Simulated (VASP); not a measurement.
# SrTe (Fm-3m) in VASP: notebook

Runs on SrTe. Level: PBEsol. Tasks: single point.

Everything below comes from runs of VASP 6.6.1. Logs are shortened: lines on timing, memory, paths and dates and some standing lists are left out, and cuts for length are marked.

## (1) The cell of the first run

It takes space group Fm-3m (No. 225, cubic). Conventional cell: a = 6.480 Å, b = 6.480 Å, c = 6.480 Å, α = 90.00°, β = 90.00°, γ = 90.00°. Within 4.3 Å of Sr (site symmetry m-3m) lie 6 Te at 3.24 Å. Within 4.3 Å of Te (site symmetry m-3m) lie 6 Sr at 3.24 Å.

## (2) Single point, PBEsol (volume scaled by 0.9)

File INCAR:

```
SYSTEM = SrTe
PREC     = Accurate       ! precision mode
ENCUT    = 500            ! plane-wave cutoff, eV
EDIFF    = 1E-6           ! SCF threshold, eV
ISMEAR   = -1             ! smearing method
SIGMA    = 0.03           ! smearing width, eV
LREAL    = .False.        ! projectors in reciprocal space
LASPH    = .True.         ! aspherical terms in the spheres
NELM     = 120            ! most SCF steps
ALGO     = Normal         ! electronic algorithm
ISIF     = 2              ! what is computed and relaxed
LWAVE    = .False.        ! write WAVECAR
LCHARG   = .True.         ! write CHGCAR
GGA      = PS             ! functional
LELF     = .True.         ! ELF
LVHAR    = .True.       
NBANDS   = 15             ! bands
GGA_COMPAT= .False.
```

File KPOINTS:

```
regular mesh
0
Gamma
  7 7 7
  0 0 0
```

File POSCAR:

```
SrTe
1.0
    0.0000000000      3.2400233687      3.2400233687
    3.2400233687      0.0000000000      3.2400233687
    3.2400233687      3.2400233687      0.0000000000
Sr Te
1 1
Direct
    0.0000000000      0.0000000000      0.0000000000
    0.5000000000      0.5000000000      0.5000000000
```

Potentials or basis: VASP PAW PBE potentials, release 64 (Sr_sv, Te).

On the command line:

```console
> cat potpaw_PBE.64/Sr_sv/POTCAR potpaw_PBE.64/Te/POTCAR > POTCAR
> mpirun -np 1 vasp_std > vasp.out
```

OUTCAR:

```text
SYSTEM = SrTe
   PREC = Accurate
   ENCUT = 500
   EDIFF = 1E-6
   ISMEAR = -1
   LREAL = .False.
   LASPH = .True.
   NELM = 120
   ISIF = 2
   GGA = PS

 ion  position               nearest neighbor table
   1  0.000  0.000  0.000-   2 3.24   2 3.24   2 3.24   2 3.24   2 3.24   2 3.24
   2  0.500  0.500  0.500-   1 3.24   1 3.24   1 3.24   1 3.24   1 3.24   1 3.24

  LATTYP: Found a face centered cubic cell.
 ALAT       =     6.4800467374

  Lattice vectors:

 A1 = (   0.0000000000,   3.2400233687,   3.2400233687)
 A2 = (   3.2400233687,   0.0000000000,   3.2400233687)
 A3 = (   3.2400233687,   3.2400233687,   0.0000000000)

Analysis of symmetry for initial positions (statically):
=====================================================================
 Subroutine PRICEL returns:
 Original cell was already a primitive cell.

 Routine SETGRP: Setting up the symmetry group for a
 face centered cubic supercell.

 Subroutine GETGRP returns: Found 48 space group operations
 (whereof 48 operations were pure point group operations)
 out of a pool of 48 trial point group operations.

The static configuration has the point symmetry O_h .

Analysis of symmetry for dynamics (positions and initial velocities):
=====================================================================
 Subroutine PRICEL returns:
 Original cell was already a primitive cell.

 Routine SETGRP: Setting up the symmetry group for a
 face centered cubic supercell.

 Subroutine GETGRP returns: Found 48 space group operations
 (whereof 48 operations were pure point group operations)
 out of a pool of 48 trial point group operations.

The dynamic configuration has the point symmetry O_h .

 Subroutine INISYM returns: Found 48 space group operations
 (whereof 48 operations are pure point group operations),
 and found     1 'primitive' translations

----------------------------------------------------------------------------------------

                                     Primitive cell

  volume of cell :      68.0259

  direct lattice vectors                    reciprocal lattice vectors
     0.000000000  3.240023369  3.240023369    -0.154319875  0.154319875  0.154319875
     3.240023369  0.000000000  3.240023369     0.154319875 -0.154319875  0.154319875
     3.240023369  3.240023369  0.000000000     0.154319875  0.154319875 -0.154319875

  length of vectors
     4.582084990  4.582084990  4.582084990     0.267289863  0.267289863  0.267289863

  position of ions in fractional coordinates (direct lattice)
     0.000000000  0.000000000  0.000000000
     0.500000000  0.500000000  0.500000000

  ion indices of the primitive-cell ions
   primitive index   ion index
                 1           1
                 2           2

----------------------------------------------------------------------------------------

 KPOINTS: regular mesh

Automatic generation of k-mesh.
 Grid dimensions read from file:
 generate k-points for:    7    7    7

 Generating k-lattice:

  Cartesian coordinates                     Fractional coordinates (reciprocal lattice)
    -0.022045696  0.022045696  0.022045696     0.142857143  0.000000000  0.000000000
     0.022045696 -0.022045696  0.022045696     0.000000000  0.142857143  0.000000000
     0.022045696  0.022045696 -0.022045696     0.000000000  0.000000000  0.142857143

  Length of vectors
     0.038184266  0.038184266  0.038184266

  Shift w.r.t. Gamma in fractional coordinates (k-lattice)
     0.000000000  0.000000000  0.000000000

 Subroutine IBZKPT returns following result:
 ===========================================

 Found     20 irreducible k-points:

 Following reciprocal coordinates:
            Coordinates               Weight
  0.000000  0.000000  0.000000      1.000000
  0.142857  0.000000  0.000000      8.000000
  0.285714  0.000000  0.000000      8.000000
  0.428571  0.000000  0.000000      8.000000
  0.142857  0.142857  0.000000      6.000000
  0.285714  0.142857  0.000000     24.000000
[... 12 lines left out ...]
 -0.428571  0.428571  0.142857     24.000000
 -0.285714  0.428571  0.142857     24.000000
   k-points           NKPTS =     20   k-points in BZ     NKDIM =     20   number of bands    NBANDS=     15
   number of dos      NEDOS =    301   number of ions     NIONS =      2
   total plane-waves  NPLWV =  46656
   dimension x,y,z NGX =    36 NGY =   36 NGZ =   36
   dimension x,y,z NGXF=    72 NGYF=   72 NGZF=   72
   ions per type =               1   1
   NGX,Y,Z   is equivalent  to a cutoff of  13.06, 13.06, 13.06 a.u.
   NGXF,Y,Z  is equivalent  to a cutoff of  26.12, 26.12, 26.12 a.u.
 SYSTEM =  SrTe
   PREC   = accura    normal or accurate (medium, high low for compatibility)
   ISTART =      0    job   : 0-new  1-cont  2-samecut
   ICHARG =      2    charge: 1-file 2-atom 10-const
   ISPIN  =      1    spin polarized calculation?
   LNONCOLLINEAR =      F non collinear calculations
   LSORBIT =      F    spin-orbit coupling
   LASPH  =      T    aspherical Exc in radial PAW
   ENCUT  =  500.0 eV  36.75 Ry    6.06 a.u.   8.35  8.35  8.35*2*pi/ulx,y,z
   NELM   =    120;   NELMIN=  2; NELMDL= -5     # of ELM steps
   EDIFF  = 0.1E-05   stopping-criterion for ELM
   LREAL  =      F    real-space projection
   EDIFFG = 0.1E-04   stopping-criterion for IOM
   NSW    =      0    number of steps for IOM
   IBRION =     -1    ionic relax: 0-MD 1-quasi-New 2-CG
   NFREE  =      0    steps in history (QN), initial steepest desc. (CG)
   ISIF   =      2    stress and relaxation
   ISYM   =      2    0-nonsym 1-usesym 2-fastsym
   POTIM  = 0.5000    time-step for ionic-motion
   TEBEG  =    0.0;   TEEND  =   0.0 temperature during run
   PSTRESS=    0.0 pullay stress
   NELECT =      16.0000    total number of electrons
   NUPDOWN=      -1.0000    fix difference up-down
   EMIN   =  10.00;   EMAX   =-10.00  energy-range for DOS
   EFERMI =   0.00;   METHOD = LEGACY
   ISMEAR =    -1;   SIGMA  =   0.03  broadening in eV -4-tet -1-fermi 0-gaus
   EFERMI_NEDOS =   21; number of points for ismear=-14 and -15
   IALGO  =     38    algorithm
   IMIX   =      4    mixing-type and parameters
     AMIX     =   0.40;   BMIX     =  1.00
     AMIX_MAG =   1.60;   BMIX_MAG =  1.00
  volume/ion in A,a.u.               =      34.01       229.53
  Fermi-wavevector in a.u.,A,eV,Ry     =   1.010547  1.909658 13.894351  1.021206
  Thomas-Fermi vector in A             =   2.143543
   LORBIT       =      0    0 simple, 1 ext, 2 COOP (PROOUT), +10 PAW based schemes
   GGA     = PS    functional components
   LHFCALC =     F    Hartree Fock is set to
   AEXX    =    0.0000 exact exchange contribution
   IVDW    =     0    specifies the selected vdW correction
   LEPSILON=     F    determine dielectric tensor
   LRPA    =     F    only Hartree local field effects (RPA)
 non-spin polarized calculation
  energy-cutoff  :      500.00
  volume of cell :       68.03
 maximum number of plane-waves:      1759
 NGX is ok and might be reduce to    36
   NGX = 17   NGY = 17   NGZ = 17

 number of electron      16.0000000 magnetization

 Free energy of the ion-electron system (eV)
  ---------------------------------------------------
  ext. energy  EPLUGINS =         0.00000000
  ---------------------------------------------------
  free energy    TOTEN  =        -8.80119258 eV

  energy without entropy =       -8.80119258  energy(sigma->0) =       -8.80119258

 E-fermi :   4.0075     XC(G=0):  -9.0151

 val. band max:        3.3601109621   @ k =   0.0000   0.0000   0.0000
 cond. band min:       4.7844962450   @ k =   0.4286   0.4286   0.0000
 fundamental gap:      1.4243852829
 Fermi energy:         4.0075015964

 k-point     1 :       0.0000    0.0000    0.0000
  band No.  band energies     occupation
      1     -31.0253      2.00000
      2     -13.0640      2.00000
      3     -13.0640      2.00000
      4     -13.0640      2.00000
      5      -6.9346      2.00000
      6       3.3601      2.00000
      7       3.3601      2.00000
      8       3.3601      2.00000
      9       6.4408      0.00000
     10       6.4683      0.00000
     11       6.4683      0.00000
     12       6.4683      0.00000
     13       7.2401      0.00000
     14       7.2401      0.00000
     15      10.6998      0.00000

 k-point     2 :       0.1429    0.0000    0.0000
  band No.  band energies     occupation
      1     -31.0240      2.00000
      2     -13.1033      2.00000
      3     -13.0654      2.00000
      4     -13.0654      2.00000
      5      -6.7922      2.00000
      6       2.4321      2.00000
      7       3.0125      2.00000
      8       3.0125      2.00000
      9       6.4210      0.00000
     10       6.7652      0.00000
     11       6.7652      0.00000
     12       7.5562      0.00000
     13       7.8603      0.00000
     14       7.8603      0.00000
     15      11.4515      0.00000

 k-point     3 :       0.2857    0.0000    0.0000
  band No.  band energies     occupation
      1     -31.0209      2.00000
      2     -13.1880      2.00000
      3     -13.0685      2.00000
      4     -13.0685      2.00000
      5      -6.4517      2.00000
      6       1.1060      2.00000
      7       2.4439      2.00000
      8       2.4439      2.00000
      9       6.5574      0.00000
     10       7.5035      0.00000
     11       7.5035      0.00000
     12       9.1354      0.00000
     13       9.2865      0.00000
     14       9.2865      0.00000
     15      11.8333      0.00000

 k-point     4 :       0.4286    0.0000    0.0000
  band No.  band energies     occupation
      1     -31.0185      2.00000
      2     -13.2528      2.00000
      3     -13.0710      2.00000
      4     -13.0710      2.00000
      5      -6.1502      2.00000
      6       0.2800      2.00000
      7       2.0953      2.00000
      8       2.0953      2.00000
      9       7.0391      0.00000
     10       8.5054      0.00000
     11       8.5054      0.00000
     12       8.8366      0.00000
     13      10.3048      0.00000
     14      10.3048      0.00000
     15      11.6393      0.00000
[... 235 lines left out ...]
 k-point    18 :      -0.4286    0.2857    0.1429
  band No.  band energies     occupation
      1     -31.0169      2.00000
      2     -13.2081      2.00000
      3     -13.1212      2.00000
      4     -13.0897      2.00000
      5      -6.2165      2.00000
      6       0.7870      2.00000
      7       1.8237      2.00000
      8       2.0864      2.00000
      9       6.8700      0.00000
     10       7.9006      0.00000
     11       8.6022      0.00000
     12       9.2602      0.00000
     13       9.5536      0.00000
     14      10.3690      0.00000
     15      11.8200      0.00000

 k-point    19 :      -0.4286    0.4286    0.1429
  band No.  band energies     occupation
      1     -31.0160      2.00000
      2     -13.1835      2.00000
      3     -13.1271      2.00000
      4     -13.1152      2.00000
      5      -6.3077      2.00000
      6       1.1745      2.00000
      7       2.0350      2.00000
      8       2.0759      2.00000
      9       5.8025      0.00000
     10       7.9562      0.00000
     11       8.7427      0.00000
     12       9.2953      0.00000
     13       9.6444      0.00000
     14       9.7449      0.00000
     15      12.0832      0.00000

 k-point    20 :      -0.2857    0.4286    0.1429
  band No.  band energies     occupation
      1     -31.0158      2.00000
      2     -13.1663      2.00000
      3     -13.1591      2.00000
      4     -13.1100      2.00000
      5      -6.2455      2.00000
      6       1.3075      2.00000
      7       1.5128      2.00000
      8       1.9845      2.00000
      9       6.7126      0.00000
     10       7.7789      0.00000
     11       8.2502      0.00000
     12       9.3916      0.00000
     13       9.5588      0.00000
     14      10.8230      0.00000
     15      12.1828      0.00000

------------------------ aborting loop because EDIFF is reached ----------------------------------------

  FORCE on cell =-STRESS in cart. coord.  units (eV):
  Direction    XX          YY          ZZ          XY          YZ          ZX
  --------------------------------------------------------------------------------------
  -------------------------------------------------------------------------------------
  Total        1.0670782      1.0670782      1.0670782     -0.0000000      0.0000000      0.0000000
  in kB       25.1323093     25.1323093     25.1323093     -0.0000000      0.0000000      0.0000000
  external PRESSURE =      25.1323093 kB  Pullay stress =       0.0000000 kB

 VOLUME and BASIS-vectors are now :
 -----------------------------------------------------------------------------
  energy-cutoff  :      500.00
  volume of cell :       68.03
      direct lattice vectors                 reciprocal lattice vectors
     0.000000000  3.240023369  3.240023369    -0.154319875  0.154319875  0.154319875
     3.240023369  0.000000000  3.240023369     0.154319875 -0.154319875  0.154319875
     3.240023369  3.240023369  0.000000000     0.154319875  0.154319875 -0.154319875

 POSITION                                       TOTAL-FORCE (eV/Angst)
 -----------------------------------------------------------------------------------
      0.00000      0.00000      0.00000         0.000000      0.000000     -0.000000
      3.24002      3.24002      3.24002         0.000000     -0.000000      0.000000
 -----------------------------------------------------------------------------------
    total drift:                                0.000000      0.000000      0.000000

  FREE ENERGIE OF THE ION-ELECTRON SYSTEM (eV)
  ---------------------------------------------------
  free  energy   TOTEN  =        -8.8011925818 eV

  energy  without entropy=       -8.8011925818  energy(sigma->0) =       -8.80119258
```

It used 54 s of CPU time on 1 thread of AMD EPYC 7R13 Processor (Zen 3) (shared host).

Results:

- Free energy: -8.8012 eV
- Pressure: 2.5 GPa
- Band gap on the k mesh: 1.42 eV, indirect (least direct gap 2.22 eV)

Caveat: the PAW data sets were made with another functional, which shifts forces and pressure a little; spin-orbit coupling is left out, which moves the levels of the heavy elements. A k mesh can miss the band edges.

(Part 1 of 2 ends here.)
